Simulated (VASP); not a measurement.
Here is a VASP 6.6.1 calculation.

File INCAR:

```
SYSTEM = AlN
ALGO = Normal
EDIFF = 1E-7
ENCUT = 520
GGA = PE
ISIF = 2
ISMEAR = 0
LASPH = .True.
LCHARG = .False.
LREAL = Auto
LWAVE = .False.
NBANDS = 46
NELM = 60
PREC = Accurate
SIGMA = 0.1
```

KPOINTS

```
k-points
0
Gamma
  6 6 1
  0 0 0
```

The input POSCAR:

```
AlN
1.0
    2.9699601800      0.0000000000      0.0000000000
   -1.4849800900      2.5720609600      0.0000000000
    0.0000000000      0.0000000000     19.4372517600
Al N
8 8
Direct
    0.3333333300      0.6666666700      0.8279825600
    0.0000000000      0.0000000000      0.7033910600
    0.6666666700      0.3333333300      0.3279487600
    0.6666666700      0.3333333300      0.5783956800
    0.0000000000      0.0000000000      0.4531501100
    0.3333333300      0.6666666700      0.0784143400
    0.0000000000      0.0000000000      0.2030989400
    0.6666666700      0.3333333300      0.9531094600
    0.6666666700      0.3333333300      0.0468905400
    0.6666666700      0.3333333300      0.6720512400
    0.3333333300      0.6666666700      0.9215856600
    0.0000000000      0.0000000000      0.2966089400
    0.0000000000      0.0000000000      0.7969010600
    0.0000000000      0.0000000000      0.5468498900
    0.3333333300      0.6666666700      0.1720174400
    0.6666666700      0.3333333300      0.4216043200
```

Potentials or basis: VASP PAW PBE potentials, release 64 (Al, N).

Launch:

```sh
$ cat potpaw_PBE.64/Al/POTCAR potpaw_PBE.64/N/POTCAR > POTCAR
$ mpirun -np 1 vasp_std > vasp.out
```

(1) What does it give for the band gap on the k mesh?

(2) Predict the largest force.

(3) Predict the pressure.

## Answers

(1) 3.98 eV, indirect (least direct gap 4.53 eV).

(2) 0.408 eV/Å.

(3) 35.0 GPa.
